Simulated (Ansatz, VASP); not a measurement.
## ZrC in VASP and in Ansatz

Contents of INCAR:

```
PREC = Accurate
ENCUT = 520
EDIFF = 1E-6
ISMEAR = -1
SIGMA = 0.05
LREAL = False
LASPH = True
NELM = 100
ALGO = Normal
ISIF = 2
LWAVE = False
LCHARG = False
GGA = PE
NBANDS = 15
```

Contents of KPOINTS:

```
Automatic mesh
0
Gamma
  15 15 15
```

Contents of POSCAR:

```
ZrC
1.0
    0.0000000000      2.3264688819      2.3264688819
    2.3264688819      0.0000000000      2.3264688819
    2.3264688819      2.3264688819      0.0000000000
Zr C
1 1
Direct
    0.5000000000      0.5000000000      0.5000000000
    0.0000000000      0.0000000000      0.0000000000
```

Input for Ansatz:

```yaml
crystal:
  lattice:
    - [0.0, 2.3264688819, 2.3264688819]
    - [2.3264688819, 0.0, 2.3264688819]
    - [2.3264688819, 2.3264688819, 0.0]
  atoms:
    - { symbol: Zr, position: [0.5, 0.5, 0.5] }
    - { symbol: C, position: [0.0, 0.0, 0.0] }
kpoints:
  mp_grid: { grid: [15, 15, 15] }
scf:
  occupations: { method: fermi_dirac, width: 0.05 }
hamiltonian:
  xc: pbe
  pseudopotentials: { kind: all_electron, lapw: { basis_error: 0.00025 } }
output:
  forces: true
  stress: true
  eigenvalues: true
```

Change from the starting cell: volume scaled by 0.97.

Alike in both runs: task single point; functional PBE; k mesh 15 × 15 × 15; occupations fermi-dirac, width 0.05 eV; no spin polarisation.

```csv
,VASP,Ansatz
version,VASP 6.6.1,Ansatz 0.2.0
potentials or method,"VASP PAW PBE potentials, release 64 (Zr_sv, C), cutoff 520 eV","all-electron LAPW, scalar-relativistic"
```

|  | VASP | Ansatz | Ansatz less VASP |
| --- | --- | --- | --- |
| pressure (GPa) | 8.8 | 8.6 | -0.21 |

Ansatz ran all-electron here, and VASP with PAW potentials.
